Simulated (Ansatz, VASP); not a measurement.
BP in VASP and in Ansatz

```xyz
2
Lattice="0.0000 2.2827 2.2531 2.2827 0.0000 2.2531 2.2827 2.2827 0.0000" Properties=species:S:1:pos:R:3 pbc="T T T"
B     0.0000    0.0000    0.0000
P     1.1414    1.1414    1.1266
```

Change from the starting cell: strained cell.

Alike in both runs: functional PBEsol; k mesh 8 × 8 × 8; occupations gaussian, width 0.02 eV; no spin polarisation.

Ansatz relaxed the structure, and its values are those at the end. VASP's run is a single point on that final structure, the one shown.

```csv
,VASP,Ansatz
version,VASP 6.6.1,Ansatz 0.2.0
potentials or method,"VASP PAW PBE potentials, release 64 (B, P), cutoff 500 eV","scalar-relativistic, plane waves, PAW"
valence electrons in the cell,8,8
```

Ansatz gave:

| Item | Value |
| --- | --- |
| gap on the k mesh at the Fermi level (eV) | 0.98 |
| least direct gap on the mesh (eV) | 3.22 |
| pressure (GPa) | -2.8 |

**Question.** What did VASP give for the same quantities?

**Answer.** gap on the k mesh at the Fermi level (eV): 0.97; least direct gap on the mesh (eV): 3.22; pressure (GPa): -2.6.

VASP's potentials were made for PBE, not for PBEsol, and Ansatz warns of the same on its side. The functional is the same, so the differences come from potentials, cutoffs and numerics. Ansatz's warnings: stress scf threshold loose.
